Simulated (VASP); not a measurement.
A run of VASP 6.6.1 is set up as follows.

The input INCAR:

```
SYSTEM = Tl3SbO4
ALGO = Normal ; EDIFF = 1E-6
ENCUT = 700 ; GGA = PS
GGA_COMPAT = .False. ; ISIF = 2
ISMEAR = -1 ; LASPH = .True.
LCHARG = .False. ; LREAL = .False.
LWAVE = .False. ; NBANDS = 49
NELM = 120 ; PREC = Accurate
SIGMA = 0.03
```

KPOINTS

```
k-points
0
Gamma
  6 6 6
  0 0 0
```

The input POSCAR:

```
Tl3SbO4
1.0
   -2.8607475616      2.8607475616      5.4556558365
    2.8607475616     -2.8607475616      5.4556558365
    2.8607475616      2.8607475616     -5.4556558365
Tl Sb O
3 1 4
Direct
    0.5000000000      0.5000000000      0.0000000000
    0.7500000000      0.2500000000      0.5000000000
    0.2500000000      0.7500000000      0.5000000000
    0.0000000000      0.0000000000      0.0000000000
    0.7071500391      0.0912366929      0.0000000000
    0.0912366929      0.7071500391      0.0000000000
    0.2928499609      0.2928499609      0.3840866538
    0.9087633071      0.9087633071      0.6159133462
```

Potentials or basis: VASP PAW PBE potentials, release 64 (Tl_d, Sb_d_GW, O).

Run with:

```bash
$ cat potpaw_PBE.64/Tl_d/POTCAR potpaw_PBE.64/Sb_d_GW/POTCAR potpaw_PBE.64/O/POTCAR > POTCAR
$ mpirun -np 1 vasp_std > vasp.out
```

(1) Predict the band gap on the k mesh.

(2) Estimate the pressure.

(3) Predict the largest force.

Results:

(1) 0.89 eV (least direct gap 1.55 eV).

(2) 0.1 GPa.

(3) 0.086 eV/Å.

Caveat: the PAW data sets were made with another functional, which shifts forces and pressure a little; spin-orbit coupling is left out, which moves the levels of the heavy elements.
